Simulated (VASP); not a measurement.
The system is SnTe.

```xyz
2
Lattice="3.9047 0.0000 0.0000 0.0000 3.9047 0.0000 0.0000 0.0000 3.9047" Properties=species:S:1:pos:R:3 pbc="T T T"
Te    1.9524    1.9524    1.9524
Sn    0.0000    0.0000    0.0000
```

| Property | Result |
| --- | --- |
| Program | VASP 6.6.1 |
| Task | relaxation of cell and atoms |
| Functional | RPBE |
| Dispersion | D3(BJ) |
| Potentials or basis | VASP PAW PBE potentials, release 64 (Te, Sn_d) |
| Cutoff | 600 eV |
| k mesh | 7 × 7 × 7 |
| Occupations | fermi-dirac, width 0.05 eV |
| Spin | no spin polarisation |

At the start: pressure -16.7 GPa; volume 29.77 Å³/atom.

Q: Where does the relaxation end?

A: Over 3 steps the energy falls by 710.3 meV/atom and the volume is 20.91 Å³/atom (-29.7 %); space group Pm-3m (No. 221, to 0.05 Å).

Step by step:
| step | energy change (eV) | largest force (eV/Å) | pressure (GPa) | volume (Å³) |
| --- | --- | --- | --- | --- |
| 1 | 0.0000 | 0.0000 | -16.66 | 59.53 |
| 2 | -1.1076 | 0.0000 | 22.33 | 36.65 |
| 3 | -1.4206 | 0.0000 | -0.03 | 41.83 |

Final structure:
```xyz
2
Lattice="3.4712 0.0000 0.0000 0.0000 3.4712 0.0000 0.0000 0.0000 3.4712" Properties=species:S:1:pos:R:3 pbc="T T T"
Te    1.7356    1.7356    1.7356
Sn    0.0000    0.0000    0.0000
```

Caveat: the volume moved by over 15 % at a fixed basis, so the end points are rough; the PAW data sets were made with another functional, which shifts forces and pressure a little; pairwise dispersion overbinds metals, which lowers pressure and volume.
